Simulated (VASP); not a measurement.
Input of a VASP 6.6.1 run:

Contents of POSCAR:

```
Fe
1.0
   -1.3650158294      1.3650158294      1.3650158294
    1.3650158294     -1.3650158294      1.3650158294
    1.3650158294      1.3650158294     -1.3650158294
Fe
1
Direct
    0.0000000000      0.0000000000      0.0000000000
```

Contents of INCAR.step1:

```
  PREC = Accurate
  ENCUT = 660
  ISMEAR = -1
  SIGMA = 0.1
  LREAL = F
  LASPH = T
  NELM = 120
  NBANDS = 10
  GGA = PE
  ALGO = Normal
  EDIFF = 1E-5
  LWAVE = T
  LCHARG = F
  GGA_COMPAT = F
```

The input INCAR.step2:

```
  PREC = Accurate
  ENCUT = 660
  EDIFF = 1E-6
  ISMEAR = -1
  SIGMA = 0.1
  LREAL = F
  LASPH = T
  NELM = 120
  ALGO = Normal
  ISIF = 2
  LWAVE = F
  LCHARG = T
  METAGGA = R2SCAN
  LMIXTAU = T
  LELF = T
  LVHAR = T
  NBANDS = 10
  ISTART = 1
  GGA_COMPAT = F
```

Contents of KPOINTS:

```
regular mesh
0
Gamma
  3 3 3
```

Potentials or basis: VASP PAW PBE potentials, release 64 (Fe).

Launch:

```console
$ cat potpaw_PBE.64/Fe/POTCAR > POTCAR
$ cp INCAR.step1 INCAR
$ mpirun -np 1 vasp_std > vasp.out
$ cp INCAR.step2 INCAR
$ mpirun -np 1 vasp_std > vasp.out
```

(1) Estimate the pressure.

(2) Predict the band gap on the k mesh.

Answers

(1) 20.5 GPa.

(2) zero (band 4 reaches 6.99 eV, above the bottom of band 5 at 6.79 eV).

Caveat: the k points lie up to 1.08 Å⁻¹ apart; the PAW data sets were made with another functional, which shifts forces and pressure a little; the run has no spin polarisation, though such a crystal can be magnetic.
